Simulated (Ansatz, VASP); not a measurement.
Two plane-wave programs on SnO

```
CELL_PARAMETERS angstrom
0.00000 0.00000 -3.89416
-3.31561 0.00000 0.00000
0.00000 14.41000 0.00000
ATOMIC_POSITIONS crystal
Sn 0.47383 0.00000 0.68642
Sn 0.47383 0.00000 0.29051
Sn 0.97383 0.50000 0.10539
Sn 0.97383 0.50000 0.50130
O 0.27617 0.00000 0.15256
O 0.27617 0.00000 0.54847
O 0.77617 0.50000 0.63925
O 0.77617 0.50000 0.24334
```

Alike in both runs: task single point; functional PBEsol; k mesh 7 × 8 × 3; occupations gaussian, width 0.05 eV; no spin polarisation.

```csv
,VASP,Ansatz
version,VASP 6.6.1,Ansatz 0.2.0
potentials or method,"VASP PAW PBE potentials, release 64 (Sn_d, O), cutoff 520 eV","scalar-relativistic, plane waves, PAW"
valence electrons in the cell,80,80
```

Ansatz gave:

| Item | Value |
| --- | --- |
| gap on the k mesh at the Fermi level (eV) | 1.95 |
| least direct gap on the mesh (eV) | 2.19 |
| pressure (GPa) | 0.1 |
| traceless stress, the component that is largest in VASP (GPa) | 0.26 |
| rms of the force components (eV/Å) | 0.033 |

Which values does VASP return?

gap on the k mesh at the Fermi level (eV): 1.94; least direct gap on the mesh (eV): 2.17; pressure (GPa): 0.2; traceless stress, the component that is largest in VASP (GPa): 0.29; rms of the force components (eV/Å): 0.044.

VASP's potentials were made for PBE, not for PBEsol. Atom by atom the forces differ by 0.037 eV/Å (rms over components).
